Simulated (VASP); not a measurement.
ZrC, 2 atoms in the cell. It takes space group Fm-3m (No. 225, cubic). The conventional cell has a = 4.793 Å, b = 4.793 Å, c = 4.793 Å, α = 90.00°, β = 90.00°, γ = 90.00°. Within 3.2 Å of Zr (site symmetry m-3m) lie 6 C at 2.40 Å. Within 3.2 Å of C (site symmetry m-3m) lie 6 Zr at 2.40 Å.  This cell differs from its parent crystal: volume scaled by 1.06.

```yaml
Program: VASP 6.6.1
Task: single point
Functional: PBEsol
Potentials_or_basis: VASP PAW PBE potentials, release 64 (Zr_sv, C)
Cutoff: 520 eV
k_mesh: 15 × 15 × 15
Occupations: fermi-dirac, width 0.05 eV
Spin: no spin polarisation
Dipole_correction: no
Further_INCAR_settings: ALGO = Normal; EDIFF = 1e-07; NBANDS = 15
```

Potentials or basis: VASP PAW PBE potentials, release 64 (Zr_sv, C).

The run is started by

```console
$ cat potpaw_PBE.64/Zr_sv/POTCAR potpaw_PBE.64/C/POTCAR > POTCAR
$ mpirun -np 1 vasp_std > vasp.out
```

Hardware: 1 thread of Intel(R) Xeon(R) Platinum 8375C CPU @ 2.90GHz (Ice Lake), with other jobs on the host.

**Question.** How long does it take, and how much memory?

**Answer.** It took 58 s on 1 thread of Intel(R) Xeon(R) Platinum 8375C CPU @ 2.90GHz (Ice Lake) (shared host), peak memory 0.19 GiB. Counts: scf iterations 15, k points 120.
